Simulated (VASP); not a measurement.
# GaAs (rocksalt type): single point with PBE

The system is GaAs (rocksalt type).

```
CELL_PARAMETERS angstrom
0.00000 2.58372 2.58372
2.58372 0.00000 2.58372
2.58372 2.58372 0.00000
ATOMIC_POSITIONS crystal
Ga 0.00000 0.00000 0.00000
As 0.50000 0.50000 0.50000
```

This cell differs from its parent crystal: volume scaled by 0.88.

```yaml
Program: VASP 6.6.1
Task: single point
Functional: PBE
Potentials_or_basis: VASP PAW PBE potentials, release 64 (Ga_d, As)
Cutoff: 520 eV
k_mesh: 15 × 15 × 15
Occupations: fermi-dirac, width 0.08 eV
Spin: no spin polarisation
```

- Pressure: 12.6 GPa
- Band gap on the k mesh: zero (band 9 reaches 7.31 eV, above the bottom of band 10 at 3.67 eV)

Levels at points of the mesh, in eV from the Fermi level:
```
           k point  band 6  band 7  band 8  band 9  band 10  band 11  band 12  band 13
(0.00, 0.00, 0.00)  -14.15    0.02    0.02    0.02     1.06     7.35     7.35     7.35
```

Run time: 49 s on 1 thread of Intel(R) Xeon(R) Platinum 8488C (Sapphire Rapids), with other jobs on the host, peak memory 0.2 GiB.
